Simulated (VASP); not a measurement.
Here is a VASP 6.6.1 calculation.

INCAR

```
ALGO = Normal
EDIFF = 1E-7
ENCUT = 520
GGA = CA
ISIF = 2
ISMEAR = -1
LASPH = True
LCHARG = True
LELF = True
LREAL = False
LVHAR = True
LWAVE = False
NBANDS = 13
NELM = 80
PREC = Accurate
SIGMA = 0.6
```

Contents of KPOINTS:

```
k-points
0
Gamma
  11 11 11
```

POSCAR

```
Pb
1.0
    0.0000000000      2.4375492138      2.4375492138
    2.4375492138      0.0000000000      2.4375492138
    2.4375492138      2.4375492138      0.0000000000
Pb
1
Direct
    0.0000000000      0.0000000000      0.0000000000
```

Potentials or basis: VASP PAW LDA potentials, release 64 (Pb_d).

Command:

```bash
$ cat potpaw_LDA.64/Pb_d/POTCAR > POTCAR
$ mpirun -np 1 vasp_std > vasp.out
```

(1) Predict the pressure.

(2) Predict the band gap on the k mesh.

Answers

(1) 1.6 GPa.

(2) zero (band 7 reaches 15.25 eV, above the bottom of band 8 at 6.00 eV).

Caveat: spin-orbit coupling is left out, which moves the levels of the heavy elements.
